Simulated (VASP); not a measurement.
# Ge (P6/mmm) in VASP: a series of runs, part 2 of 2

VASP 6.6.1.

## (4) Single point, PBE (Si replaced by Ge, lengths x 1.049, strained)

Contents of INCAR:

```
SYSTEM = Ge
PREC     = Accurate       ! precision mode
ENCUT    = 520            ! plane-wave cutoff, eV
EDIFF    = 1E-6           ! SCF threshold, eV
ISMEAR   = 0              ! smearing method
SIGMA    = 0.1            ! smearing width, eV
LREAL    = .FALSE.        ! projectors in reciprocal space
LASPH    = .TRUE.         ! aspherical terms in the spheres
NELM     = 60             ! most SCF steps
ALGO     = Normal         ! electronic algorithm
ISIF     = 2              ! what is computed and relaxed
LWAVE    = .FALSE.        ! write WAVECAR
LCHARG   = .TRUE.         ! write CHGCAR
GGA      = PE             ! functional
LELF     = .TRUE.         ! ELF
LVHAR    = .TRUE.       
NBANDS   = 13             ! bands
```

Contents of KPOINTS:

```
regular mesh
0
G
  18 18 16
  0 0 0
```

Contents of POSCAR:

```
Ge
1.0
    2.7100509252      0.0000000000      0.0000000000
   -1.3550254626      2.3469729468      0.0000000000
    0.0000000000      0.0000000000      2.7057763423
Ge
1
Direct
    0.0000000000      0.0000000000      0.0000000000
```

Potentials or basis: VASP PAW PBE potentials, release 64 (Ge_d).

On the command line:

```
cat potpaw_PBE.64/Ge_d/POTCAR > POTCAR
mpirun -np 1 vasp_std > vasp.out
```

OUTCAR:

```text
SYSTEM = Ge
   PREC = Accurate
   ENCUT = 520
   EDIFF = 1E-6
   ISMEAR = 0
   LREAL = .FALSE.
   LASPH = .TRUE.
   NELM = 60
   ISIF = 2
   GGA = PE

 ion  position               nearest neighbor table
   1  0.000  0.000  0.000-

  LATTYP: Found a hexagonal cell.
 ALAT       =     2.7100509252
 C/A-ratio  =     0.9984226928

  Lattice vectors:

 A1 = (   2.7100509252,   0.0000000000,   0.0000000000)
 A2 = (  -1.3550254626,   2.3469729468,   0.0000000000)
 A3 = (   0.0000000000,   0.0000000000,   2.7057763423)

Analysis of symmetry for initial positions (statically):
=====================================================================
 Subroutine PRICEL returns:
 Original cell was already a primitive cell.

 Routine SETGRP: Setting up the symmetry group for a
 hexagonal supercell.

 Subroutine GETGRP returns: Found 24 space group operations
 (whereof 24 operations were pure point group operations)
 out of a pool of 24 trial point group operations.

The static configuration has the point symmetry D_6h.

Analysis of symmetry for dynamics (positions and initial velocities):
=====================================================================
 Subroutine PRICEL returns:
 Original cell was already a primitive cell.

 Routine SETGRP: Setting up the symmetry group for a
 hexagonal supercell.

 Subroutine GETGRP returns: Found 24 space group operations
 (whereof 24 operations were pure point group operations)
 out of a pool of 24 trial point group operations.

The dynamic configuration has the point symmetry D_6h.

 Subroutine INISYM returns: Found 24 space group operations
 (whereof 24 operations are pure point group operations),
 and found     1 'primitive' translations

----------------------------------------------------------------------------------------

                                     Primitive cell

  volume of cell :      17.2099

  direct lattice vectors                    reciprocal lattice vectors
     2.710050925  0.000000000  0.000000000     0.368996756  0.213040376  0.000000000
    -1.355025463  2.346972947  0.000000000     0.000000000  0.426080753  0.000000000
     0.000000000  0.000000000  2.705776342     0.000000000  0.000000000  0.369579697

  length of vectors
     2.710050925  2.710050925  2.705776342     0.426080753  0.426080753  0.369579697

  position of ions in fractional coordinates (direct lattice)
     0.000000000  0.000000000  0.000000000

  ion indices of the primitive-cell ions
   primitive index   ion index
                 1           1

----------------------------------------------------------------------------------------

 KPOINTS: regular mesh

Automatic generation of k-mesh.
 Grid dimensions read from file:
 generate k-points for:   18   18   16

 Generating k-lattice:

  Cartesian coordinates                     Fractional coordinates (reciprocal lattice)
     0.020499820  0.011835576  0.000000000     0.055555556  0.000000000  0.000000000
     0.000000000  0.023671153  0.000000000     0.000000000  0.055555556  0.000000000
     0.000000000  0.000000000  0.023098731     0.000000000  0.000000000  0.062500000

  Length of vectors
     0.023671153  0.023671153  0.023098731

  Shift w.r.t. Gamma in fractional coordinates (k-lattice)
     0.000000000  0.000000000  0.000000000

 Subroutine IBZKPT returns following result:
 ===========================================

 Found    333 irreducible k-points:

 Following reciprocal coordinates:
            Coordinates               Weight
  0.000000  0.000000  0.000000      1.000000
  0.055556  0.000000  0.000000      6.000000
  0.111111  0.000000  0.000000      6.000000
  0.166667  0.000000  0.000000      6.000000
  0.222222  0.000000  0.000000      6.000000
  0.277778 -0.000000  0.000000      6.000000
[... 16 lines left out ...]
  0.333333  0.111111  0.000000     12.000000
  0.388889  0.111111  0.000000     12.000000
 [... further k-points ...]
   k-points           NKPTS =    333   k-points in BZ     NKDIM =    333   number of bands    NBANDS=     13
   number of dos      NEDOS =    301   number of ions     NIONS =      1
   total plane-waves  NPLWV =   8000
   dimension x,y,z NGX =    20 NGY =   20 NGZ =   20
   dimension x,y,z NGXF=    40 NGYF=   40 NGZF=   40
   ions per type =               1
   NGX,Y,Z   is equivalent  to a cutoff of  12.27, 12.27, 12.29 a.u.
   NGXF,Y,Z  is equivalent  to a cutoff of  24.54, 24.54, 24.58 a.u.
 SYSTEM =  Ge
   PREC   = accura    normal or accurate (medium, high low for compatibility)
   ISTART =      0    job   : 0-new  1-cont  2-samecut
   ICHARG =      2    charge: 1-file 2-atom 10-const
   ISPIN  =      1    spin polarized calculation?
   LNONCOLLINEAR =      F non collinear calculations
   LSORBIT =      F    spin-orbit coupling
   LASPH  =      T    aspherical Exc in radial PAW
   ENCUT  =  520.0 eV  38.22 Ry    6.18 a.u.   5.04  5.04  5.03*2*pi/ulx,y,z
   NELM   =     60;   NELMIN=  2; NELMDL= -5     # of ELM steps
   EDIFF  = 0.1E-05   stopping-criterion for ELM
   LREAL  =      F    real-space projection
   EDIFFG = 0.1E-04   stopping-criterion for IOM
   NSW    =      0    number of steps for IOM
   IBRION =     -1    ionic relax: 0-MD 1-quasi-New 2-CG
   NFREE  =      0    steps in history (QN), initial steepest desc. (CG)
   ISIF   =      2    stress and relaxation
   ISYM   =      2    0-nonsym 1-usesym 2-fastsym
   POTIM  = 0.5000    time-step for ionic-motion
   TEBEG  =    0.0;   TEEND  =   0.0 temperature during run
   PSTRESS=    0.0 pullay stress
   NELECT =      14.0000    total number of electrons
   NUPDOWN=      -1.0000    fix difference up-down
   EMIN   =  10.00;   EMAX   =-10.00  energy-range for DOS
   EFERMI =   0.00;   METHOD = LEGACY
   ISMEAR =     0;   SIGMA  =   0.10  broadening in eV -4-tet -1-fermi 0-gaus
   EFERMI_NEDOS =   21; number of points for ismear=-14 and -15
   IALGO  =     38    algorithm
   IMIX   =      4    mixing-type and parameters
     AMIX     =   0.40;   BMIX     =  1.00
     AMIX_MAG =   1.60;   BMIX_MAG =  1.00
  volume/ion in A,a.u.               =      17.21       116.14
  Fermi-wavevector in a.u.,A,eV,Ry     =   1.528240  2.887956 31.776665  2.335519
  Thomas-Fermi vector in A             =   2.636026
   LORBIT       =      0    0 simple, 1 ext, 2 COOP (PROOUT), +10 PAW based schemes
   GGA     = PE    functional components
   LHFCALC =     F    Hartree Fock is set to
   AEXX    =    0.0000 exact exchange contribution
   IVDW    =     0    specifies the selected vdW correction
   LEPSILON=     F    determine dielectric tensor
   LRPA    =     F    only Hartree local field effects (RPA)
 non-spin polarized calculation
 Gauss-broadening in eV      SIGMA  =   0.10
  energy-cutoff  :      520.00
  volume of cell :       17.21
 maximum number of plane-waves:       480
   NGX = 11   NGY = 11   NGZ = 11

 number of electron      13.9999987 magnetization

 Free energy of the ion-electron system (eV)
  ---------------------------------------------------
  ext. energy  EPLUGINS =         0.00000000
  ---------------------------------------------------
  free energy    TOTEN  =        -4.17418501 eV

  energy without entropy =       -4.17265058  energy(sigma->0) =       -4.17341780

 E-fermi :   7.7076     XC(G=0): -11.6968

 val. band max:        7.6606106881   @ k =   0.2778   0.0556   0.1875
 cond. band min:       7.7184456610   @ k =   0.2778   0.0556   0.2500
 fundamental gap:      0.0578349729
 Fermi energy:         7.7075960498

 k-point     1 :       0.0000    0.0000    0.0000
  band No.  band energies     occupation
      1     -17.1845      2.00000
      2     -17.0939      2.00000
      3     -17.0939      2.00000
      4     -16.9033      2.00000
      5     -16.9033      2.00000
      6      -6.3584      2.00000
      7      13.1767      0.00000
      8      17.0183      0.00000
      9      17.9672      0.00000
     10      17.9672      0.00000
     11      23.3644      0.00000
     12      23.3644      0.00000
     13      24.1234      0.00000
[... 353 lines left out ...]
 k-point    24 :       0.3889    0.1111    0.0000
  band No.  band energies     occupation
      1     -17.1684      2.00000
      2     -17.0293      2.00000
      3     -16.9898      2.00000
      4     -16.9309      2.00000
      5     -16.9144      2.00000
      6      -0.8154      2.00000
      7       2.7361      2.00000
      8      10.2677      0.00000
      9      17.8494      0.00000
     10      19.9252      0.00000
     11      22.8005      0.00000
     12      24.3943      0.00000
     13      25.5640      0.00000

 [... further k-points ...]

------------------------ aborting loop because EDIFF is reached ----------------------------------------

  FORCE on cell =-STRESS in cart. coord.  units (eV):
  Direction    XX          YY          ZZ          XY          YZ          ZX
  --------------------------------------------------------------------------------------
  -------------------------------------------------------------------------------------
  Total        1.7780245      1.7780245     -0.0246865      0.0000000     -0.0000000      0.0000000
  in kB      165.5277802    165.5277802     -2.2982214      0.0000000     -0.0000000      0.0000000
  external PRESSURE =     109.5857797 kB  Pullay stress =       0.0000000 kB

 VOLUME and BASIS-vectors are now :
 -----------------------------------------------------------------------------
  energy-cutoff  :      520.00
  volume of cell :       17.21
      direct lattice vectors                 reciprocal lattice vectors
     2.710050925  0.000000000  0.000000000     0.368996756  0.213040376  0.000000000
    -1.355025463  2.346972947  0.000000000     0.000000000  0.426080753  0.000000000
     0.000000000  0.000000000  2.705776342     0.000000000  0.000000000  0.369579697

 POSITION                                       TOTAL-FORCE (eV/Angst)
 -----------------------------------------------------------------------------------
      0.00000      0.00000      0.00000        -0.000000      0.000000      0.000000
 -----------------------------------------------------------------------------------
    total drift:                               -0.000000      0.000000      0.000000

  FREE ENERGIE OF THE ION-ELECTRON SYSTEM (eV)
  ---------------------------------------------------
  free  energy   TOTEN  =        -4.1741850133 eV

  energy  without entropy=       -4.1726505779  energy(sigma->0) =       -4.17341780
```

Run time: 51 s. Hardware: 1 thread of Intel Xeon 8259CL, shared host; peak memory 0.18 GiB.

What came out:

* Free energy: -4.1742 eV
* Pressure: 11.0 GPa
* Band gap on the k mesh: zero (bands 7 and 8 overlap by 9.65 eV)

Stress tensor (GPa, compression positive):
```
16.55  0.00  0.00
 0.00 16.55  0.00
 0.00  0.00 -0.23
```

Caveat: the cell differs from its parent crystal (Si replaced by Ge, lengths x 1.049, strained); the cell stands under pressure.

## (5) Summary

| cell | k mesh | cutoff (eV) | gap on the mesh (eV) | pressure (GPa) |
| --- | --- | --- | --- | --- |
| a = 2.639, b = 2.639, c = 2.484 Å, angles 90.0, 90.0, 120.0°, 1 atom | 9 × 9 × 8 | 500 | none | 29.9 |
| a = 2.639, b = 2.639, c = 2.484 Å, angles 90.0, 90.0, 120.0°, 1 atom | 18 × 18 × 16 | 500 | none | 30.9 |
| a = 2.710, b = 2.710, c = 2.706 Å, angles 90.0, 90.0, 120.0°, 1 atom | 18 × 18 × 16 | 520 | none | 11.0 |

Alike in all rows: task single point; level PBE; potentials or basis VASP PAW PBE potentials, release 64 (Ge_d); no spin polarisation; smearing gaussian 0.1 eV.

Caveats: the cell stands under pressure.

Absolute energies hang on the potentials; compare differences alone.
